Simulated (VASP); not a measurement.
# Sc (P6/mmm) in VASP: notebook, part 2 of 2

VASP 6.6.1.

## Step 3: Single point, PBEsol (26.36 Å³/atom)

This run uses another cell than the first one, of 26.36 Å³/atom.

File INCAR:

```
ALGO = Normal
EDIFF = 1E-7
ENCUT = 520
GGA = PS
ISIF = 2
ISMEAR = -1
LASPH = True
LCHARG = True
LELF = True
LREAL = False
LVHAR = True
LWAVE = False
NBANDS = 24
NELM = 80
PREC = Accurate
SIGMA = 0.1
```

File KPOINTS:

```
k-points
0
Gamma
  8 8 11
```

File POSCAR:

```
Sc
1.0
    5.2579418128      0.0000000000      0.0000000000
   -2.6289709064      4.5535111815      0.0000000000
    0.0000000000      0.0000000000      3.3025542659
Sc
3
Direct
    1.0000000000      1.0000000000      0.0000000000
    0.3333333333      0.6666666667      0.5000000000
    0.6666666667      0.3333333333      0.5000000000
```

Potentials or basis: VASP PAW PBE potentials, release 64 (Sc_sv).

Run with:

```console
$ cat potpaw_PBE.64/Sc_sv/POTCAR > POTCAR
$ mpirun -np 1 vasp_std > vasp.out
```

OUTCAR:

```text
EDIFF = 1E-7
   ENCUT = 520
   GGA = PS
   ISIF = 2
   ISMEAR = -1
   LASPH = True
   LREAL = False
   NELM = 80
   PREC = Accurate

 ion  position               nearest neighbor table
   1  0.000  0.000  0.000-
   2  0.333  0.667  0.500-   3 3.04   3 3.04   3 3.04
   3  0.667  0.333  0.500-   2 3.04   2 3.04   2 3.04

  LATTYP: Found a hexagonal cell.
 ALAT       =     5.2579418128
 C/A-ratio  =     0.6281078003

[... 840 lines left out ...]

  FORCE on cell =-STRESS in cart. coord.  units (eV):
  Direction    XX          YY          ZZ          XY          YZ          ZX
  --------------------------------------------------------------------------------------
  -------------------------------------------------------------------------------------
  Total       -2.5398348     -2.5398348     -2.6363191      0.0000000     -0.0000000      0.0000000
  in kB      -51.4640434    -51.4640434    -53.4190819      0.0000000     -0.0000000      0.0000000
  external PRESSURE =     -52.1157229 kB  Pullay stress =       0.0000000 kB

 VOLUME and BASIS-vectors are now :
 -----------------------------------------------------------------------------
  energy-cutoff  :      520.00
  volume of cell :       79.07
      direct lattice vectors                 reciprocal lattice vectors
     5.257941813  0.000000000  0.000000000     0.190188487  0.109805374  0.000000000
    -2.628970906  4.553511182  0.000000000     0.000000000  0.219610749  0.000000000
     0.000000000  0.000000000  3.302554266     0.000000000  0.000000000  0.302795933

 POSITION                                       TOTAL-FORCE (eV/Angst)
 -----------------------------------------------------------------------------------
      0.00000      0.00000      0.00000        -0.000000      0.000000     -0.000000
     -0.00000      3.03567      1.65128        -0.000000      0.000000     -0.000000
      2.62897      1.51784      1.65128         0.000000      0.000000      0.000000
 -----------------------------------------------------------------------------------
    total drift:                               -0.000000      0.000000      0.000000

  FREE ENERGIE OF THE ION-ELECTRON SYSTEM (eV)
  ---------------------------------------------------
  free  energy   TOTEN  =       -19.5932725665 eV

  energy  without entropy=      -19.3873376664  energy(sigma->0) =      -19.49030512
```

OSZICAR:

```text
N       E                     dE             d eps       ncg     rms          rms(c)
DAV:   1     0.547280901620E+03    0.54728E+03   -0.14194E+04  2896   0.140E+03
DAV:   2     0.110695117832E+01   -0.54617E+03   -0.53752E+03  3776   0.638E+02
DAV:   3    -0.215937436136E+02   -0.22701E+02   -0.21876E+02  4640   0.171E+02
DAV:   4    -0.221885191938E+02   -0.59478E+00   -0.58444E+00  4888   0.277E+01
DAV:   5    -0.222010143279E+02   -0.12495E-01   -0.12477E-01  4720   0.450E+00    0.926E+00
DAV:   6    -0.198880978753E+02    0.23129E+01   -0.52473E+00  4032   0.227E+01    0.265E+00
DAV:   7    -0.196210570161E+02    0.26704E+00   -0.12066E+00  4360   0.995E+00    0.121E+00
DAV:   8    -0.196053808561E+02    0.15676E-01   -0.83031E-02  4776   0.303E+00    0.748E-01
DAV:   9    -0.195944260458E+02    0.10955E-01   -0.41397E-02  4712   0.247E+00    0.226E-01
DAV:  10    -0.195932594173E+02    0.11666E-02   -0.95771E-03  4472   0.105E+00    0.366E-02
DAV:  11    -0.195932734791E+02   -0.14062E-04   -0.32385E-04  4896   0.190E-01    0.172E-02
DAV:  12    -0.195932733263E+02    0.15280E-06   -0.34462E-05  4992   0.717E-02    0.674E-03
DAV:  13    -0.195932728656E+02    0.46067E-06   -0.36145E-06  4528   0.234E-02    0.109E-03
DAV:  14    -0.195932725533E+02    0.31231E-06   -0.15538E-07  2984   0.594E-03    0.359E-04
DAV:  15    -0.195932725665E+02   -0.13164E-07   -0.43034E-08  2752   0.402E-03
   1 F= -.19593273E+02 E0= -.19490305E+02  d E =-.205935E+00
```

Wall time 75 s (1 thread of AMD EPYC 9R45 (Zen 5), shared host); peak memory 0.21 GiB.

Results:

| Quantity | Value |
| --- | --- |
| Free energy | -19.5933 eV |
| Pressure | -5.2 GPa |
| Band gap on the k mesh | zero (an odd number of electrons rules out a gap without spin polarisation) |

Levels at points of the mesh, in eV from the Fermi level:
```csv
k point,band 14,band 15,band 16,band 17,band 18,band 19
"(0.00, 0.00, 0.00)",-0.69,-0.06,-0.06,-0.06,-0.06,0.60
"(0.50, 0.00, 0.00)",-3.00,-1.51,0.45,0.57,0.58,0.61
```

Caveat: the cell stands under tension; the PAW data sets were made with another functional, which shifts forces and pressure a little.

## Step 4: Single point, PBEsol

This run uses another cell than the first one, of 23.53 Å³/atom.

File INCAR:

```
SYSTEM = Sc
PREC     = Accurate       ! precision mode
ENCUT    = 520            ! plane-wave cutoff, eV
EDIFF    = 1E-7           ! SCF threshold, eV
ISMEAR   = -1             ! smearing method
SIGMA    = 0.1            ! smearing width, eV
LREAL    = .False.        ! projectors in reciprocal space
LASPH    = .True.         ! aspherical terms in the spheres
NELM     = 60             ! most SCF steps
ALGO     = Normal         ! electronic algorithm
ISIF     = 2              ! what is computed and relaxed
LWAVE    = .False.        ! write WAVECAR
LCHARG   = .False.        ! write CHGCAR
GGA      = PS             ! functional
NBANDS   = 24             ! bands
```

File KPOINTS:

```
Automatic mesh
0
Gamma
  10 10 13
  0 0 0
```

File POSCAR:

```
Sc
1.0
    5.0630214591      0.0000000000      0.0000000000
   -2.5315107296      4.3847052035      0.0000000000
    0.0000000000      0.0000000000      3.1801232713
Sc
3
Direct
    1.0000000000      1.0000000000      0.0000000000
    0.3333333333      0.6666666667      0.5000000000
    0.6666666667      0.3333333333      0.5000000000
```

Run with:

```console
$ cat potpaw_PBE.64/Sc_sv/POTCAR > POTCAR
$ mpirun -np 1 vasp_std > vasp.out
```

Wall time 100 s (1 thread of AMD EPYC 9R45 (Zen 5), shared host); peak memory 0.24 GiB.

Results (log left out):

```
Free energy            : -19.7392 eV
Pressure               : 0.0 GPa
Band gap on the k mesh : zero (an odd number of electrons rules out a gap without spin polarisation)
```

Levels at points of the mesh, in eV from the Fermi level:
| k point | band 14 | band 15 | band 16 | band 17 | band 18 | band 19 |
| --- | --- | --- | --- | --- | --- | --- |
| (0.00, 0.00, 0.00) | -0.83 | -0.02 | -0.02 | 0.00 | 0.00 | 0.72 |
| (0.50, 0.00, 0.00) | -3.02 | -1.64 | 0.47 | 0.60 | 0.65 | 0.85 |

Caveat: the PAW data sets were made with another functional, which shifts forces and pressure a little.

## Step 5: Summary

| cell | k mesh | gap on the mesh (eV) | pressure (GPa) |
| --- | --- | --- | --- |
| a = 5.195, b = 5.195, c = 3.263 Å, angles 90.0, 90.0, 120.0°, 3 atoms | 8 × 8 × 11 | none | -3.8 |
| a = 5.258, b = 5.258, c = 3.303 Å, angles 90.0, 90.0, 120.0°, 3 atoms | 8 × 8 × 11 | none | -5.2 |
| a = 5.063, b = 5.063, c = 3.180 Å, angles 90.0, 90.0, 120.0°, 3 atoms | 10 × 10 × 13 | none | 0.0 |

Alike in all rows: task single point; level PBEsol; potentials or basis VASP PAW PBE potentials, release 64 (Sc_sv); no spin polarisation; cutoff (eV) 520; smearing fermi-dirac 0.1 eV.

Caveats: the PAW data sets were made with another functional, which shifts forces and pressure a little; the cell stands under tension (at least some runs).

Total energies depend on the potentials used, so only differences within one code and one set of settings carry meaning.
